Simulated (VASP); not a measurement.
# Au (Fm-3m) in VASP: notebook

Runs on Au. Level: PBE. Tasks: single point.

All numbers are computed with VASP 6.6.1; they aren't measurements. Logs are shortened: lines on timing, memory, paths and dates and some standing lists are left out, and cuts for length are marked.

## Step 1: The cell of the first run

It takes space group Fm-3m (No. 225, cubic). The conventional cell has a = 4.172 Å, b = 4.172 Å, c = 4.172 Å, α = 90.00°, β = 90.00°, γ = 90.00°. Au (site symmetry m-3m) has 12 Au at 2.95 Å within 3.9 Å.

## Step 2: Single point, PBE

The input, INCAR:

```
ALGO = Normal
EDIFF = 1E-6
ENCUT = 500
GGA = PE
GGA_COMPAT = F
ISIF = 2
ISMEAR = 0
LASPH = T
LCHARG = T
LELF = T
LREAL = F
LVHAR = T
LWAVE = F
NBANDS = 12
NELM = 120
PREC = Accurate
SIGMA = 0.05
```

The input, KPOINTS:

```
k-points
0
Gamma
  8 8 8
```

The input, POSCAR:

```
Au
1.0
    0.0000000000      2.0858554210      2.0858554210
    2.0858554210      0.0000000000      2.0858554210
    2.0858554210      2.0858554210      0.0000000000
Au
1
Direct
    0.0000000000      0.0000000000      0.0000000000
```

Potentials or basis: VASP PAW PBE potentials, release 64 (Au).

Launch:

```sh
$ cat potpaw_PBE.64/Au/POTCAR > POTCAR
$ mpirun -np 1 vasp_std > vasp.out
```

OUTCAR:

```text
EDIFF = 1E-6
   ENCUT = 500
   GGA = PE
   ISIF = 2
   ISMEAR = 0
   LASPH = T
   LREAL = F
   NELM = 120
   PREC = Accurate

 ion  position               nearest neighbor table
   1  0.000  0.000  0.000-

  LATTYP: Found a face centered cubic cell.
 ALAT       =     4.1717108420

  Lattice vectors:

 A1 = (   0.0000000000,   2.0858554210,   2.0858554210)
 A2 = (   2.0858554210,   0.0000000000,   2.0858554210)
 A3 = (   2.0858554210,   2.0858554210,   0.0000000000)

Analysis of symmetry for initial positions (statically):
=====================================================================
 Subroutine PRICEL returns:
 Original cell was already a primitive cell.

 Routine SETGRP: Setting up the symmetry group for a
 face centered cubic supercell.

 Subroutine GETGRP returns: Found 48 space group operations
 (whereof 48 operations were pure point group operations)
 out of a pool of 48 trial point group operations.

The static configuration has the point symmetry O_h .

Analysis of symmetry for dynamics (positions and initial velocities):
=====================================================================
 Subroutine PRICEL returns:
 Original cell was already a primitive cell.

 Routine SETGRP: Setting up the symmetry group for a
 face centered cubic supercell.

 Subroutine GETGRP returns: Found 48 space group operations
 (whereof 48 operations were pure point group operations)
 out of a pool of 48 trial point group operations.

The dynamic configuration has the point symmetry O_h .

 Subroutine INISYM returns: Found 48 space group operations
 (whereof 48 operations are pure point group operations),
 and found     1 'primitive' translations

----------------------------------------------------------------------------------------

                                     Primitive cell

  volume of cell :      18.1502

  direct lattice vectors                    reciprocal lattice vectors
     0.000000000  2.085855421  2.085855421    -0.239709807  0.239709807  0.239709807
     2.085855421  0.000000000  2.085855421     0.239709807 -0.239709807  0.239709807
     2.085855421  2.085855421  0.000000000     0.239709807  0.239709807 -0.239709807

  length of vectors
     2.949845026  2.949845026  2.949845026     0.415189564  0.415189564  0.415189564

  position of ions in fractional coordinates (direct lattice)
     0.000000000  0.000000000  0.000000000

  ion indices of the primitive-cell ions
   primitive index   ion index
                 1           1

----------------------------------------------------------------------------------------

 KPOINTS: k-points

Automatic generation of k-mesh.
 Grid dimensions read from file:
 generate k-points for:    8    8    8

 Generating k-lattice:

  Cartesian coordinates                     Fractional coordinates (reciprocal lattice)
    -0.029963726  0.029963726  0.029963726     0.125000000  0.000000000  0.000000000
     0.029963726 -0.029963726  0.029963726     0.000000000  0.125000000  0.000000000
     0.029963726  0.029963726 -0.029963726     0.000000000  0.000000000  0.125000000

  Length of vectors
     0.051898696  0.051898696  0.051898696

  Shift w.r.t. Gamma in fractional coordinates (k-lattice)
     0.000000000  0.000000000  0.000000000

 Subroutine IBZKPT returns following result:
 ===========================================

 Found     29 irreducible k-points:

 Following reciprocal coordinates:
            Coordinates               Weight
  0.000000  0.000000  0.000000      1.000000
  0.125000  0.000000  0.000000      8.000000
  0.250000  0.000000  0.000000      8.000000
  0.375000  0.000000  0.000000      8.000000
  0.500000  0.000000  0.000000      4.000000
  0.125000  0.125000  0.000000      6.000000
[... 16 lines left out ...]
  0.500000  0.250000  0.125000     48.000000
 -0.375000  0.250000  0.125000     24.000000
 [... further k-points ...]
   k-points           NKPTS =     29   k-points in BZ     NKDIM =     29   number of bands    NBANDS=     12
   number of dos      NEDOS =    301   number of ions     NIONS =      1
   total plane-waves  NPLWV =  13824
   dimension x,y,z NGX =    24 NGY =   24 NGZ =   24
   dimension x,y,z NGXF=    48 NGYF=   48 NGZF=   48
   ions per type =               1
   NGX,Y,Z   is equivalent  to a cutoff of  13.53, 13.53, 13.53 a.u.
   NGXF,Y,Z  is equivalent  to a cutoff of  27.05, 27.05, 27.05 a.u.
 SYSTEM =  unknown system
   PREC   = accura    normal or accurate (medium, high low for compatibility)
   ISTART =      0    job   : 0-new  1-cont  2-samecut
   ICHARG =      2    charge: 1-file 2-atom 10-const
   ISPIN  =      1    spin polarized calculation?
   LNONCOLLINEAR =      F non collinear calculations
   LSORBIT =      F    spin-orbit coupling
   LASPH  =      T    aspherical Exc in radial PAW
   ENCUT  =  500.0 eV  36.75 Ry    6.06 a.u.   5.38  5.38  5.38*2*pi/ulx,y,z
   NELM   =    120;   NELMIN=  2; NELMDL= -5     # of ELM steps
   EDIFF  = 0.1E-05   stopping-criterion for ELM
   LREAL  =      F    real-space projection
   EDIFFG = 0.1E-04   stopping-criterion for IOM
   NSW    =      0    number of steps for IOM
   IBRION =     -1    ionic relax: 0-MD 1-quasi-New 2-CG
   NFREE  =      0    steps in history (QN), initial steepest desc. (CG)
   ISIF   =      2    stress and relaxation
   ISYM   =      2    0-nonsym 1-usesym 2-fastsym
   POTIM  = 0.5000    time-step for ionic-motion
   TEBEG  =    0.0;   TEEND  =   0.0 temperature during run
   PSTRESS=    0.0 pullay stress
   NELECT =      11.0000    total number of electrons
   NUPDOWN=      -1.0000    fix difference up-down
   EMIN   =  10.00;   EMAX   =-10.00  energy-range for DOS
   EFERMI =   0.00;   METHOD = LEGACY
   ISMEAR =     0;   SIGMA  =   0.05  broadening in eV -4-tet -1-fermi 0-gaus
   EFERMI_NEDOS =   21; number of points for ismear=-14 and -15
   IALGO  =     38    algorithm
   IMIX   =      4    mixing-type and parameters
     AMIX     =   0.40;   BMIX     =  1.00
     AMIX_MAG =   1.60;   BMIX_MAG =  1.00
  volume/ion in A,a.u.               =      18.15       122.48
  Fermi-wavevector in a.u.,A,eV,Ry     =   1.385410  2.618045 26.114475  1.919360
  Thomas-Fermi vector in A             =   2.509822
   LORBIT       =      0    0 simple, 1 ext, 2 COOP (PROOUT), +10 PAW based schemes
   GGA     = PE    functional components
   LHFCALC =     F    Hartree Fock is set to
   AEXX    =    0.0000 exact exchange contribution
   IVDW    =     0    specifies the selected vdW correction
   LEPSILON=     F    determine dielectric tensor
   LRPA    =     F    only Hartree local field effects (RPA)
 non-spin polarized calculation
 Gauss-broadening in eV      SIGMA  =   0.05
  energy-cutoff  :      500.00
  volume of cell :       18.15
 maximum number of plane-waves:       477
 NGX is ok and might be reduce to    24
   NGX = 11   NGY = 11   NGZ = 11

 number of electron      11.0000001 magnetization

 Free energy of the ion-electron system (eV)
  ---------------------------------------------------
  ext. energy  EPLUGINS =         0.00000000
  ---------------------------------------------------
  free energy    TOTEN  =        -3.18638381 eV

  energy without entropy =       -3.18486705  energy(sigma->0) =       -3.18562543

 E-fermi :   8.3181     XC(G=0): -12.3405

 val. band max:        8.2808046983   @ k =   0.5000   0.2500   0.1250
 cond. band min:       8.5597700844   @ k =   0.5000   0.3750   0.1250
 fundamental gap:      0.2789653861
 Fermi energy:         8.3180859297

 k-point     1 :       0.0000    0.0000    0.0000
  band No.  band energies     occupation
      1      -0.7479      2.00000
      2       4.0967      2.00000
      3       4.0967      2.00000
      4       4.0967      2.00000
      5       5.4521      2.00000
      6       5.4521      2.00000
      7      23.0488      0.00000
      8      26.6850      0.00000
      9      26.6850      0.00000
     10      26.6850      0.00000
     11      31.3926      0.00000
     12      35.3799      0.00000

 k-point     2 :       0.1250    0.0000    0.0000
  band No.  band energies     occupation
      1      -0.2452      2.00000
      2       3.9643      2.00000
      3       4.2453      2.00000
      4       4.2453      2.00000
      5       5.4022      2.00000
      6       5.4022      2.00000
      7      23.3025      0.00000
      8      24.2166      0.00000
      9      27.1911      0.00000
     10      27.1911      0.00000
     11      31.1334      0.00000
     12      33.2256      0.00000

 k-point     3 :       0.2500    0.0000    0.0000
  band No.  band energies     occupation
      1       0.9653      2.00000
      2       3.9976      2.00000
      3       4.3498      2.00000
      4       4.3498      2.00000
      5       5.6057      2.00000
      6       5.6057      2.00000
      7      19.2179      0.00000
      8      23.9826      0.00000
      9      27.6719      0.00000
     10      27.6719      0.00000
     11      29.7199      0.00000
     12      30.9660      0.00000

 k-point     4 :       0.3750    0.0000    0.0000
  band No.  band energies     occupation
      1       1.6559      2.00000
      2       4.1697      2.00000
      3       4.1697      2.00000
      4       5.5818      2.00000
      5       6.2081      2.00000
      6       6.2081      2.00000
      7      14.4005      0.00000
      8      22.9665      0.00000
      9      26.0238      0.00000
     10      26.0238      0.00000
     11      31.7460      0.00000
     12      31.7461      0.00000

 k-point     5 :       0.5000    0.0000    0.0000
  band No.  band energies     occupation
      1       1.7046      2.00000
      2       4.0668      2.00000
      3       4.0668      2.00000
      4       6.5267      2.00000
      5       6.5267      2.00000
      6       7.7910      2.00000
      7      11.2066      0.00000
      8      22.4860      0.00000
      9      25.1121      0.00000
     10      25.1121      0.00000
     11      32.4528      0.00000
     12      32.4528      0.00000
[... 228 lines left out ...]
      1       1.9620      2.00000
      2       2.2446      2.00000
      3       6.4848      2.00000
      4       6.8139      2.00000
      5       6.8139      2.00000
      6       9.6564      0.00000
      7      13.7409      0.00000
      8      18.2868      0.00000
      9      18.2868      0.00000
     10      24.9942      0.00000
     11      27.4315      0.00000
     12      35.4904      0.00000

 k-point    22 :       0.3750    0.2500    0.1250
  band No.  band energies     occupation
      1       2.0233      2.00000
      2       3.2836      2.00000
      3       4.1428      2.00000
      4       5.2066      2.00000
      5       5.2970      2.00000
      6       6.6244      2.00000
      7      19.3551      0.00000
      8      21.0107      0.00000
      9      24.2702      0.00000
     10      27.1049      0.00000
     11      28.4797      0.00000
     12      31.9812      0.00000

 k-point    23 :       0.5000    0.2500    0.1250
  band No.  band energies     occupation
      1       2.6458      2.00000
      2       3.6795      2.00000
      3       3.8547      2.00000
      4       5.0397      2.00000
      5       6.0968      2.00000
      6       8.2808      1.70833
      7      15.1628      0.00000
      8      19.9455      0.00000
      9      22.3719      0.00000
     10      26.5226      0.00000
     11      30.3774      0.00000
     12      33.6989      0.00000

 k-point    24 :      -0.3750    0.2500    0.1250
  band No.  band energies     occupation
      1       2.6468      2.00000
      2       3.5113      2.00000
      3       4.5256      2.00000
      4       4.8531      2.00000
      5       6.4059      2.00000
      6      11.0631      0.00000
      7      11.2543      0.00000
      8      20.1521      0.00000
      9      21.2169      0.00000
     10      25.8021      0.00000
     11      31.6542      0.00000
     12      34.7002      0.00000

 [... further k-points ...]

------------------------ aborting loop because EDIFF is reached ----------------------------------------

  FORCE on cell =-STRESS in cart. coord.  units (eV):
  Direction    XX          YY          ZZ          XY          YZ          ZX
  --------------------------------------------------------------------------------------
  -------------------------------------------------------------------------------------
  Total       -0.0983396     -0.0983396     -0.0983396      0.0000000      0.0000000      0.0000000
  in kB       -8.6807291     -8.6807291     -8.6807291      0.0000000      0.0000000      0.0000000
  external PRESSURE =      -8.6807291 kB  Pullay stress =       0.0000000 kB

 VOLUME and BASIS-vectors are now :
 -----------------------------------------------------------------------------
  energy-cutoff  :      500.00
  volume of cell :       18.15
      direct lattice vectors                 reciprocal lattice vectors
     0.000000000  2.085855421  2.085855421    -0.239709807  0.239709807  0.239709807
     2.085855421  0.000000000  2.085855421     0.239709807 -0.239709807  0.239709807
     2.085855421  2.085855421  0.000000000     0.239709807  0.239709807 -0.239709807

 POSITION                                       TOTAL-FORCE (eV/Angst)
 -----------------------------------------------------------------------------------
      0.00000      0.00000      0.00000         0.000000      0.000000      0.000000
 -----------------------------------------------------------------------------------
    total drift:                               -0.000000      0.000000     -0.000000

  FREE ENERGIE OF THE ION-ELECTRON SYSTEM (eV)
  ---------------------------------------------------
  free  energy   TOTEN  =        -3.1863838093 eV

  energy  without entropy=       -3.1848670463  energy(sigma->0) =       -3.18562543
```

Wall time 5.4 s (1 thread of Intel Xeon 6975P-C (Granite Rapids), shared host); peak memory 0.14 GiB.

What came out:

| Quantity | Value |
| --- | --- |
| Free energy | -3.1864 eV |
| Pressure | -0.9 GPa |

Levels at points of the mesh, in eV from the Fermi level:
```tsv
k point	band 4	band 5	band 6	band 7	band 8	band 9
(0.00, 0.00, 0.00)	-4.22	-2.87	-2.87	14.73	18.37	18.37
(0.50, 0.00, 0.00)	-1.79	-1.79	-0.53	2.89	14.17	16.79
(0.50, 0.50, 0.00)	-1.50	-1.50	1.34	5.42	9.97	9.97
```

Caveat: spin-orbit coupling is left out, which moves the levels of the heavy elements.

## Step 3: Single point, PBE

This run uses another cell than the first one, of 18.07 Å³/atom, 0.996 times its volume.

The input, INCAR:

```
PREC = Accurate
ENCUT = 500
EDIFF = 1E-6
ISMEAR = 0
SIGMA = 0.05
LREAL = False
LASPH = True
NELM = 120
ALGO = Normal
ISIF = 2
LWAVE = False
LCHARG = False
GGA = PE
NBANDS = 12
GGA_COMPAT = False
```

The input, KPOINTS:

```
Automatic mesh
0
Gamma
  8 8 8
```

The input, POSCAR:

```
Au
1.0
    0.0000000000      2.0827340721      2.0827340721
    2.0827340721      0.0000000000      2.0827340721
    2.0827340721      2.0827340721      0.0000000000
Au
1
Direct
    0.0000000000      0.0000000000      0.0000000000
```

Potentials or basis: VASP PAW PBE potentials, release 64 (Au).

Launch:

```sh
$ cat potpaw_PBE.64/Au/POTCAR > POTCAR
$ mpirun -np 1 vasp_std > vasp.out
```

OUTCAR:

```text
PREC = Accurate
   ENCUT = 500
   EDIFF = 1E-6
   ISMEAR = 0
   LREAL = False
   LASPH = True
   NELM = 120
   ISIF = 2
   GGA = PE

 ion  position               nearest neighbor table
   1  0.000  0.000  0.000-

  LATTYP: Found a face centered cubic cell.
 ALAT       =     4.1654681442

  Lattice vectors:

 A1 = (   0.0000000000,   2.0827340721,   2.0827340721)
 A2 = (   2.0827340721,   0.0000000000,   2.0827340721)
 A3 = (   2.0827340721,   2.0827340721,   0.0000000000)

[... 538 lines left out ...]
     12      34.8150      0.00000

 [... further k-points ...]

------------------------ aborting loop because EDIFF is reached ----------------------------------------

  FORCE on cell =-STRESS in cart. coord.  units (eV):
  Direction    XX          YY          ZZ          XY          YZ          ZX
  --------------------------------------------------------------------------------------
  -------------------------------------------------------------------------------------
  Total       -0.0288338     -0.0288338     -0.0288338      0.0000000     -0.0000000     -0.0000000
  in kB       -2.5567031     -2.5567031     -2.5567031      0.0000000     -0.0000000     -0.0000000
  external PRESSURE =      -2.5567031 kB  Pullay stress =       0.0000000 kB

 VOLUME and BASIS-vectors are now :
 -----------------------------------------------------------------------------
  energy-cutoff  :      500.00
  volume of cell :       18.07
      direct lattice vectors                 reciprocal lattice vectors
     0.000000000  2.082734072  2.082734072    -0.240069055  0.240069055  0.240069055
     2.082734072  0.000000000  2.082734072     0.240069055 -0.240069055  0.240069055
     2.082734072  2.082734072  0.000000000     0.240069055  0.240069055 -0.240069055

 POSITION                                       TOTAL-FORCE (eV/Angst)
 -----------------------------------------------------------------------------------
      0.00000      0.00000      0.00000         0.000000      0.000000      0.000000
 -----------------------------------------------------------------------------------
    total drift:                               -0.000000      0.000000      0.000000

  FREE ENERGIE OF THE ION-ELECTRON SYSTEM (eV)
  ---------------------------------------------------
  free  energy   TOTEN  =        -3.1866170543 eV

  energy  without entropy=       -3.1851002914  energy(sigma->0) =       -3.18585867
```

OSZICAR:

```text
N       E                     dE             d eps       ncg     rms          rms(c)
DAV:   1     0.450644640315E+02    0.45064E+02   -0.54275E+03   744   0.777E+02
DAV:   2    -0.280782264164E+01   -0.47872E+02   -0.44871E+02   820   0.176E+02
DAV:   3    -0.344176811651E+01   -0.63395E+00   -0.63363E+00   812   0.193E+01
DAV:   4    -0.344389542916E+01   -0.21273E-02   -0.21272E-02   848   0.130E+00
DAV:   5    -0.344391154553E+01   -0.16116E-04   -0.16116E-04   848   0.108E-01    0.793E+00
DAV:   6    -0.320363039918E+01    0.24028E+00   -0.68450E-01   776   0.657E+00    0.518E+00
DAV:   7    -0.318841098595E+01    0.15219E-01   -0.53767E-02   824   0.186E+00    0.261E+00
DAV:   8    -0.318662312688E+01    0.17879E-02   -0.11414E-03   748   0.281E-01    0.236E-01
DAV:   9    -0.318661104200E+01    0.12085E-04   -0.70404E-06   840   0.223E-02    0.199E-02
DAV:  10    -0.318661711641E+01   -0.60744E-05   -0.32657E-06   788   0.175E-02    0.218E-03
DAV:  11    -0.318661705432E+01    0.62090E-07   -0.74058E-08   436   0.210E-03
   1 F= -.31866171E+01 E0= -.31858587E+01  d E =-.151676E-02
```

It took 5.4 s on 1 thread of Intel Xeon 6975P-C (Granite Rapids), shared host; peak memory 0.14 GiB.

Results:

```yaml
Free_energy: -3.1866 eV
Pressure: -0.3 GPa
```

Levels at points of the mesh, in eV from the Fermi level:
```
           k point  band 4  band 5  band 6  band 7  band 8  band 9
(0.00, 0.00, 0.00)   -4.25   -2.88   -2.88   14.72   18.39   18.39
(0.50, 0.00, 0.00)   -1.80   -1.80   -0.55    2.91   14.16   16.83
(0.50, 0.50, 0.00)   -1.51   -1.51    1.32    5.45    9.98    9.98
```

Caveat: spin-orbit coupling is left out, which moves the levels of the heavy elements.
